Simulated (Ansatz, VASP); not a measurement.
One calculation of Zn, two programs

Contents of POSCAR:

```
Zn
1.0
    2.6187264646      0.0000000000      0.0000000000
   -1.3093632323      2.2678836439      0.0000000000
    0.0000000000      0.0000000000      4.8388970683
Zn
2
Direct
    0.3333333333      0.6666666667      0.2500000000
    0.6666666667      0.3333333333      0.7500000000
```

File INCAR.step1:

```
SYSTEM = Zn
PREC = Accurate
ENCUT = 520
ISMEAR = 1
SIGMA = 0.6
LREAL = .False.
LASPH = .True.
NELM = 60
NBANDS = 19
GGA = PE
ALGO = Normal
EDIFF = 1E-4
LWAVE = .True.
LCHARG = .False.
```

Contents of INCAR.step2:

```
SYSTEM = Zn
PREC = Accurate
ENCUT = 520
EDIFF = 1E-6
ISMEAR = 1
SIGMA = 0.6
LREAL = .False.
LASPH = .True.
NELM = 60
ALGO = Normal
ISIF = 2
LWAVE = .False.
LCHARG = .True.
METAGGA = R2SCAN
LMIXTAU = .True.
LELF = .True.
LVHAR = .True.
NBANDS = 19
ISTART = 1
```

File KPOINTS:

```
regular mesh
0
Gamma
  14 14 7
  0 0 0
```

Input for Ansatz:

```yaml
crystal:
  lattice:
    - [2.6187264646, 0.0, 0.0]
    - [-1.3093632323, 2.2678836439, 0.0]
    - [0.0, 0.0, 4.8388970683]
  atoms:
    - { symbol: Zn, position: [0.3333333333, 0.6666666667, 0.25] }
    - { symbol: Zn, position: [0.6666666667, 0.3333333333, 0.75] }
hamiltonian:
  xc: r2scan
  pseudopotentials:
    kind: paw
    azcp:
      Zn: "pseudopotentials/Zn.paw.azcp"
basis:
  ecutwfc: 500
  fft_grid_basis: typed
kpoints:
  mp_grid: { grid: [14, 14, 7], shift: [0, 0, 0] }
magnetization:
  spin_polarized: false
scf:
  occupations: { method: methfessel_paxton, width: 0.6 }
  lower_state_search: "off"
output:
  stress: true
```

Alike in both runs: task single point; functional r2SCAN; k mesh 14 × 14 × 7; occupations methfessel-paxton of order 1, width 0.6 eV; no spin polarisation.

|  | VASP | Ansatz |
| --- | --- | --- |
| version | VASP 6.6.1 | Ansatz 0.2.0 |
| potentials or method | VASP PAW PBE potentials, release 64 (Zn), cutoff 520 eV | plane waves (500 eV) with PAW, scalar-relativistic |
| valence electrons in the cell | 24 | 24 |

```csv
,VASP,Ansatz,Ansatz less VASP
pressure (GPa),0.5,0.0,-0.50
"traceless stress, the component that is largest in VASP (GPa)",-0.54,-0.40,+0.145
```

VASP's potentials were made for PBE, not for r2SCAN. The functional is the same, so the differences come from potentials, cutoffs and numerics.
